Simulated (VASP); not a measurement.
Wanted: the native input for a VASP 6.6.1 run.

```
Task                   : electric field gradients
Functional             : PBE
Potentials or basis    : VASP PAW PBE potentials, release 64 (K_sv, Cl)
Cutoff                 : 520 eV
k mesh                 : 7 × 7 × 7
Occupations            : fermi-dirac, width 0.02 eV
Spin                   : no spin polarisation
Dipole correction      : no
Further INCAR settings : ALGO = Normal; EDIFF = 1e-08; NBANDS = 15
```

The structure of KCl lies in POSCAR:

```
KCl
1.0
    3.6218460631      0.0000000000      0.0000000000
    0.0000000000      3.6218460631      0.0000000000
    0.0000000000      0.0000000000      3.6218460631
K Cl
1 1
Direct
    0.0000000000      0.0000000000      0.0000000000
    0.5000000000      0.5000000000      0.5000000000
```

This cell differs from its parent crystal: volume scaled by 0.99.

The input as run:

INCAR

```
  ALGO = Normal
  EDIFF = 1E-8
  ENCUT = 520
  GGA = PE
  ISIF = 2
  ISMEAR = -1
  LASPH = True
  LCHARG = False
  LEFG = True
  LREAL = False
  LWAVE = False
  NBANDS = 15
  NELM = 80
  PREC = Accurate
  SIGMA = 0.02
```

KPOINTS

```
k-points
0
Gamma
  7 7 7
```

Potentials or basis: VASP PAW PBE potentials, release 64 (K_sv, Cl).

Launch:

```bash
$ cat potpaw_PBE.64/K_sv/POTCAR potpaw_PBE.64/Cl/POTCAR > POTCAR
$ mpirun -np 1 vasp_std > vasp.out
```

It gave:

```
Pressure               : 4.9 GPa
Band gap on the k mesh : 5.67 eV, indirect (least direct gap 5.87 eV)
```

Caveat: without QUAD_EFG the Cq values of the log hold for a quadrupole moment of 1 mb, not for the nuclei.

Run time: 30 s on 1 thread of Intel Xeon 8259CL, on a shared host, peak memory 0.16 GiB.
